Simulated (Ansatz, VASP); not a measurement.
SrBr3 in VASP and in Ansatz

```
Sr Br
1.0
     0.00000    3.91390    3.91390
     3.91390    0.00000    3.91390
     3.91390    3.91390    0.00000
Sr Br
1 3
Cartesian
  0.0000 0.0000 0.0000
  1.9570 1.9570 1.9570
  5.8709 5.8709 5.8709
  3.9139 3.9139 3.9139
```

Change from the starting cell: species swapped into the CaEu3 type (Fm-3m, No. 225).

Alike in both runs: functional PBE; k mesh 10 × 10 × 10; occupations gaussian, width 0.1 eV; no spin polarisation.

Ansatz relaxed the structure, and its values are those at the end. VASP's run is a single point on that final structure, the one shown.

|  | VASP | Ansatz |
| --- | --- | --- |
| version | VASP 6.6.1 | Ansatz 0.2.0 |
| potentials or method | VASP PAW PBE potentials, release 64 (Sr_sv, Br), cutoff 520 eV | scalar-relativistic, plane waves, PAW |
| valence electrons in the cell | 31 | 31 |

```tsv
	VASP	Ansatz	Ansatz less VASP
gap on the k mesh at the Fermi level (eV)	none	none	-
pressure (GPa)	0.0	0.0	-0.05
```

A gap of «none» marks a metal or a gap that the smearing closes. With one functional, cell and mesh, what is left measures potentials, basis and numerics.
